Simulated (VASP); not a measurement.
# ScAl3 (Pm-3m) in VASP: notebook, part 3 of 3

VASP 6.6.1. The steps go on from the part before.

## (6) Relaxation of cell and atoms, PBEsol, target pressure 10 GPa, at which the enthalpy is minimised

This run uses another cell than the first one, of 17.08 Å³/atom.

INCAR reads:

```
ALGO = Fast ; EDIFF = 1E-6
EDIFFG = -0.01 ; ENCUT = 600
GGA = PS ; IBRION = 2
ISIF = 3 ; ISMEAR = -1
LASPH = T ; LCHARG = F
LREAL = F ; LWAVE = F
NELM = 80 ; NSW = 60
PREC = Accurate ; PSTRESS = 100.0
SIGMA = 0.05
```

KPOINTS reads:

```
k-points
0
Gamma
  7 7 7
```

POSCAR reads:

```
ScAl3
1.0
    4.0878065700      0.0000000000      0.0000000000
    0.0000000000      4.0878065700      0.0000000000
    0.0000000000      0.0000000000      4.0878065700
Sc Al
1 3
Direct
    0.0000000000      0.0000000000      0.0000000000
    0.5000000000      0.5000000000      0.0000000000
    0.0000000000      0.5000000000      0.5000000000
    0.5000000000      0.0000000000      0.5000000000
```

Potentials or basis: VASP PAW PBE potentials, release 64 (Sc_sv, Al).

Started as:

```bash
cat potpaw_PBE.64/Sc_sv/POTCAR potpaw_PBE.64/Al/POTCAR > POTCAR
mpirun -np 1 vasp_std > vasp.out
```

OUTCAR:

```text
EDIFF = 1E-6
   EDIFFG = -0.01
   ENCUT = 600
   GGA = PS
   IBRION = 2
   ISIF = 3
   ISMEAR = -1
   LASPH = T
   LREAL = F
   NELM = 80
   NSW = 60
   PREC = Accurate
   PSTRESS = 100.0

 ion  position               nearest neighbor table
   1  0.000  0.000  0.000-   2 2.89   3 2.89   4 2.89   3 2.89   4 2.89   2 2.89   3 2.89   3 2.89
                             2 2.89   4 2.89   4 2.89   2 2.89
   2  0.500  0.500  0.000-   1 2.89   3 2.89   4 2.89   3 2.89   4 2.89   1 2.89   4 2.89   4 2.89
                             1 2.89   3 2.89   3 2.89   1 2.89
   3  0.000  0.500  0.500-   1 2.89   2 2.89   4 2.89   1 2.89   2 2.89   1 2.89   4 2.89   1 2.89
                             2 2.89   4 2.89   2 2.89   4 2.89
   4  0.500  0.000  0.500-   1 2.89   2 2.89   3 2.89   1 2.89   2 2.89   2 2.89   3 2.89   2 2.89
                             1 2.89   3 2.89   1 2.89   3 2.89

  LATTYP: Found a simple cubic cell.
 ALAT       =     4.0878065700

  Lattice vectors:

 A1 = (   4.0878065700,   0.0000000000,   0.0000000000)
 A2 = (   0.0000000000,   4.0878065700,   0.0000000000)
 A3 = (   0.0000000000,   0.0000000000,   4.0878065700)

Analysis of symmetry for initial positions (statically):
=====================================================================
 Subroutine PRICEL returns:
 Original cell was already a primitive cell.

 Routine SETGRP: Setting up the symmetry group for a
 simple cubic supercell.

 Subroutine GETGRP returns: Found 48 space group operations
 (whereof 48 operations were pure point group operations)
 out of a pool of 48 trial point group operations.

The static configuration has the point symmetry O_h .

Analysis of symmetry for dynamics (positions and initial velocities):
=====================================================================
 Subroutine PRICEL returns:
 Original cell was already a primitive cell.

 Routine SETGRP: Setting up the symmetry group for a
 simple cubic supercell.

 Subroutine GETGRP returns: Found 48 space group operations
 (whereof 48 operations were pure point group operations)
 out of a pool of 48 trial point group operations.

The dynamic configuration has the point symmetry O_h .

 Subroutine INISYM returns: Found 48 space group operations
 (whereof 48 operations are pure point group operations),
 and found     1 'primitive' translations

----------------------------------------------------------------------------------------

                                     Primitive cell

  volume of cell :      68.3079

  direct lattice vectors                    reciprocal lattice vectors
     4.087806570  0.000000000  0.000000000     0.244629970  0.000000000  0.000000000
     0.000000000  4.087806570  0.000000000     0.000000000  0.244629970  0.000000000
     0.000000000  0.000000000  4.087806570     0.000000000  0.000000000  0.244629970

  length of vectors
     4.087806570  4.087806570  4.087806570     0.244629970  0.244629970  0.244629970

  position of ions in fractional coordinates (direct lattice)
     0.000000000  0.000000000  0.000000000
     0.500000000  0.500000000  0.000000000
     0.000000000  0.500000000  0.500000000
     0.500000000  0.000000000  0.500000000

  ion indices of the primitive-cell ions
   primitive index   ion index
                 1           1
                 2           2
                 3           3
                 4           4

----------------------------------------------------------------------------------------

 KPOINTS: k-points

Automatic generation of k-mesh.
 Grid dimensions read from file:
 generate k-points for:    7    7    7

 Generating k-lattice:

  Cartesian coordinates                     Fractional coordinates (reciprocal lattice)
     0.034947139  0.000000000  0.000000000     0.142857143  0.000000000  0.000000000
     0.000000000  0.034947139  0.000000000     0.000000000  0.142857143  0.000000000
     0.000000000  0.000000000  0.034947139     0.000000000  0.000000000  0.142857143

  Length of vectors
     0.034947139  0.034947139  0.034947139

  Shift w.r.t. Gamma in fractional coordinates (k-lattice)
     0.000000000  0.000000000  0.000000000

 Subroutine IBZKPT returns following result:
 ===========================================

 Found     20 irreducible k-points:

 Following reciprocal coordinates:
            Coordinates               Weight
  0.000000  0.000000  0.000000      1.000000
  0.142857  0.000000  0.000000      6.000000
  0.285714  0.000000  0.000000      6.000000
  0.428571  0.000000  0.000000      6.000000
  0.142857  0.142857  0.000000     12.000000
  0.285714  0.142857  0.000000     24.000000
[... 12 lines left out ...]
  0.428571  0.428571  0.285714     24.000000
  0.428571  0.428571  0.428571      8.000000
   k-points           NKPTS =     20   k-points in BZ     NKDIM =     20   number of bands    NBANDS=     14
   number of dos      NEDOS =    301   number of ions     NIONS =      4
   total plane-waves  NPLWV =  46656
   dimension x,y,z NGX =    36 NGY =   36 NGZ =   36
   dimension x,y,z NGXF=    72 NGYF=   72 NGZF=   72
   ions per type =               1   3
   NGX,Y,Z   is equivalent  to a cutoff of  14.64, 14.64, 14.64 a.u.
   NGXF,Y,Z  is equivalent  to a cutoff of  29.28, 29.28, 29.28 a.u.
 SYSTEM =  unknown system
   PREC   = accura    normal or accurate (medium, high low for compatibility)
   ISTART =      0    job   : 0-new  1-cont  2-samecut
   ICHARG =      2    charge: 1-file 2-atom 10-const
   ISPIN  =      1    spin polarized calculation?
   LNONCOLLINEAR =      F non collinear calculations
   LSORBIT =      F    spin-orbit coupling
   LASPH  =      T    aspherical Exc in radial PAW
   ENCUT  =  600.0 eV  44.10 Ry    6.64 a.u.   8.16  8.16  8.16*2*pi/ulx,y,z
   NELM   =     80;   NELMIN=  2; NELMDL= -5     # of ELM steps
   EDIFF  = 0.1E-05   stopping-criterion for ELM
   LREAL  =      F    real-space projection
   EDIFFG = -.1E-01   stopping-criterion for IOM
   NSW    =     60    number of steps for IOM
   IBRION =      2    ionic relax: 0-MD 1-quasi-New 2-CG
   NFREE  =      1    steps in history (QN), initial steepest desc. (CG)
   ISIF   =      3    stress and relaxation
   ISYM   =      2    0-nonsym 1-usesym 2-fastsym
   POTIM  = 0.5000    time-step for ionic-motion
   TEBEG  =    0.0;   TEEND  =   0.0 temperature during run
   PSTRESS=  100.0 pullay stress
   NELECT =      20.0000    total number of electrons
   NUPDOWN=      -1.0000    fix difference up-down
   EMIN   =  10.00;   EMAX   =-10.00  energy-range for DOS
   EFERMI =   0.00;   METHOD = LEGACY
   ISMEAR =    -1;   SIGMA  =   0.05  broadening in eV -4-tet -1-fermi 0-gaus
   EFERMI_NEDOS =   21; number of points for ismear=-14 and -15
   IALGO  =     68    algorithm
   IMIX   =      4    mixing-type and parameters
     AMIX     =   0.40;   BMIX     =  1.00
     AMIX_MAG =   1.60;   BMIX_MAG =  1.00
  volume/ion in A,a.u.               =      17.08       115.24
  Fermi-wavevector in a.u.,A,eV,Ry     =   1.087079  2.054282 16.078563  1.181741
  Thomas-Fermi vector in A             =   2.223230
   LORBIT       =      0    0 simple, 1 ext, 2 COOP (PROOUT), +10 PAW based schemes
   GGA     = PS    functional components
   LHFCALC =     F    Hartree Fock is set to
   AEXX    =    0.0000 exact exchange contribution
   IVDW    =     0    specifies the selected vdW correction
   LEPSILON=     F    determine dielectric tensor
   LRPA    =     F    only Hartree local field effects (RPA)
 conjugate gradient relaxation of ions
 non-spin polarized calculation
 RMM-DIIS sequential band-by-band and
  energy-cutoff  :      600.00
  volume of cell :       68.31
 maximum number of plane-waves:      2301
 NGX is ok and might be reduce to    36
   NGX = 17   NGY = 17   NGZ = 17

--------------------------------------- Ionic step        1  -------------------------------------------

 number of electron      20.0000002 magnetization

 Free energy of the ion-electron system (eV)
  ---------------------------------------------------
  ext. energy  EPLUGINS =         0.00000000
  ---------------------------------------------------
  free energy    TOTEN  =       -20.76973293 eV

  energy without entropy =      -20.75675500  energy(sigma->0) =      -20.76324397

------------------------ aborting loop because EDIFF is reached ----------------------------------------

  FORCE on cell =-STRESS in cart. coord.  units (eV):
  Direction    XX          YY          ZZ          XY          YZ          ZX
  --------------------------------------------------------------------------------------
  -------------------------------------------------------------------------------------
  Total       -0.4140091     -0.4140091     -0.4140091     -0.0000000      0.0000000     -0.0000000
  in kB       -9.7106758     -9.7106758     -9.7106758     -0.0000000      0.0000000     -0.0000000
  external PRESSURE =    -109.7106758 kB  Pullay stress =     100.0000000 kB
[... 67 lines left out ...]
--------------------------------------- Ionic step        3  -------------------------------------------

 number of electron      19.9999998 magnetization

 Free energy of the ion-electron system (eV)
  ---------------------------------------------------
  ext. energy  EPLUGINS =         0.00000000
  ---------------------------------------------------
  free energy    TOTEN  =       -20.60600352 eV

  energy without entropy =      -20.59310186  energy(sigma->0) =      -20.59955269

 E-fermi :   8.0074     XC(G=0): -10.8983

 val. band max:        8.0003491217   @ k =   0.2857   0.0000   0.0000
 cond. band min:       8.0975254619   @ k =   0.2857   0.2857   0.0000
 fundamental gap:      0.0971763401
 Fermi energy:         8.0073539325

 k-point     1 :       0.0000    0.0000    0.0000
  band No.  band energies     occupation
      1     -40.2876      2.00000
      2     -19.1287      2.00000
      3     -19.1287      2.00000
      4     -19.1287      2.00000
      5      -2.4139      2.00000
      6       5.3673      2.00000
      7       5.3673      2.00000
      8       6.2996      2.00000
      9       6.2996      2.00000
     10       6.2996      2.00000
     11       9.3435      0.00000
     12       9.4640      0.00000
     13       9.4640      0.00000
     14       9.4640      0.00000
[... 356 lines left out ...]
  energy  without entropy=      -20.5931018574  energy(sigma->0) =      -20.59955269

  enthalpy is  TOTEN    =       -16.7495255569 eV   P V=        3.8564779637

 reached required accuracy - stopping structural energy minimisation
```

CONTCAR:

```text
ScAl3
   1.00000000000000
     3.9533671160404551    0.0000000000000000   -0.0000000000000000
    -0.0000000000000000    3.9533671160404551    0.0000000000000000
     0.0000000000000000    0.0000000000000000    3.9533671160404551
  Sc              Al
     1     3
Direct
     0.0000000000000000    0.0000000000000000    0.0000000000000000
     0.5000000000000000    0.5000000000000000    0.0000000000000000
     0.0000000000000000    0.5000000000000000    0.5000000000000000
     0.5000000000000000    0.0000000000000000    0.5000000000000000

  0.00000000E+00  0.00000000E+00  0.00000000E+00
  0.00000000E+00  0.00000000E+00  0.00000000E+00
  0.00000000E+00  0.00000000E+00  0.00000000E+00
  0.00000000E+00  0.00000000E+00  0.00000000E+00
```

It took 49 s on 1 thread of AMD EPYC 9R45 (Zen 5), shared host; peak memory 0.19 GiB.

What came out:

```
Free energy                                                : -20.6060 eV
Relaxed volume                                             : 15.45 Å³/atom
Relaxed cell                                               : a = 3.953 Å, b = 3.953 Å, c = 3.953 Å, α = 90.00°, β = 90.00°, γ = 90.00°
Space group after relaxing (to 0.1 Å)                      : Pm-3m (No. 221)
Energy change on relaxing (the run minimises the enthalpy) : +40.9 meV/atom
Ionic steps                                                : 3
Pressure after relaxing                                    : 10.0 GPa
Band gap on the k mesh                                     : zero (bands 10 and 11 overlap by 3.82 eV)
```

The path:
```tsv
step	energy change (eV)	largest force (eV/Å)	pressure (GPa)	volume (Å³)
1	0.0000	0.0000	-0.97	68.31
2	0.5785	0.0000	20.92	57.39
3	0.1637	0.0000	9.96	61.79
```

Final structure:
```cif
data_structure
_symmetry_space_group_name_H-M 'P 1'
_symmetry_Int_Tables_number 1
_cell_length_a 3.9534
_cell_length_b 3.9534
_cell_length_c 3.9534
_cell_angle_alpha 90.000
_cell_angle_beta 90.000
_cell_angle_gamma 90.000
_cell_volume 61.79
loop_
_atom_site_label
_atom_site_type_symbol
_atom_site_fract_x
_atom_site_fract_y
_atom_site_fract_z
_atom_site_occupancy
Sc1 Sc 0.00000 0.00000 0.00000 1
Al1 Al 0.50000 0.50000 0.00000 1
Al2 Al 0.00000 0.50000 0.50000 1
Al3 Al 0.50000 0.00000 0.50000 1
```

Caveat: the cell is relaxed towards a set pressure, so the run minimises the enthalpy, not the energy; the PAW data sets were made with another functional, which shifts forces and pressure a little.

## (7) Summary

| task | cell | cutoff (eV) | gap on the mesh (eV) | pressure (GPa) |
| --- | --- | --- | --- | --- |
| single point | a = 4.043 Å, 4 atoms | 520 | none | 2.1 |
| single point | a = 4.071 Å, 4 atoms | 520 | none | 0.1 |
| relaxation of cell and atoms | relaxed to 2 GPa from a = 4.088 Å, 4 atoms | 600 | none | 2.0 |
| relaxation of cell and atoms | relaxed to 5 GPa from a = 4.088 Å, 4 atoms | 600 | none | 5.0 |
| relaxation of cell and atoms | relaxed to 10 GPa from a = 4.088 Å, 4 atoms | 600 | none | 10.0 |

Alike in all rows: level PBEsol; potentials or basis VASP PAW PBE potentials, release 64 (Sc_sv, Al); no spin polarisation; k mesh 7 × 7 × 7; smearing fermi-dirac 0.05 eV.

Caveats: the PAW data sets were made with another functional, which shifts forces and pressure a little; the cell is relaxed towards a set pressure, so the run minimises the enthalpy, not the energy (at least some runs).

Absolute energies hang on the potentials; compare differences alone.

The gap in the log of VASP goes by the Fermi energy; the results here count the filled bands.